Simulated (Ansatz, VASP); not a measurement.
W: VASP beside Ansatz

```xyz
2
Lattice="0.0000 2.9127 2.9127 2.9127 0.0000 2.9127 2.9127 2.9127 0.0000" Properties=species:S:1:pos:R:3 pbc="T T T"
W     2.9127    2.9127    2.9127
W     4.3691    4.3691    4.3691
```

Alike in both runs: functional PBE; k mesh 6 × 6 × 6; occupations gaussian, width 0.1 eV; no spin polarisation.

Ansatz relaxed the structure, and its values are those at the end. VASP's run is a single point on that final structure, the one shown.

|  | VASP | Ansatz |
| --- | --- | --- |
| version | VASP 6.6.1 | Ansatz 0.2.0 |
| potentials or method | VASP PAW PBE potentials, release 64 (W_sv), cutoff 520 eV | scalar-relativistic, plane waves, PAW |
| valence electrons in the cell | 28 | 28 |

Ansatz gave:

* gap on the k mesh at the Fermi level (eV): none
* pressure (GPa): 0.1

Problem. What did VASP give for the same quantities?

Solution. gap on the k mesh at the Fermi level (eV): none; pressure (GPa): 0.6.

A gap of «none» marks a metal or a gap that the smearing closes. The functional is the same, so the differences come from potentials, cutoffs and numerics.

Neither program's run includes spin-orbit coupling.
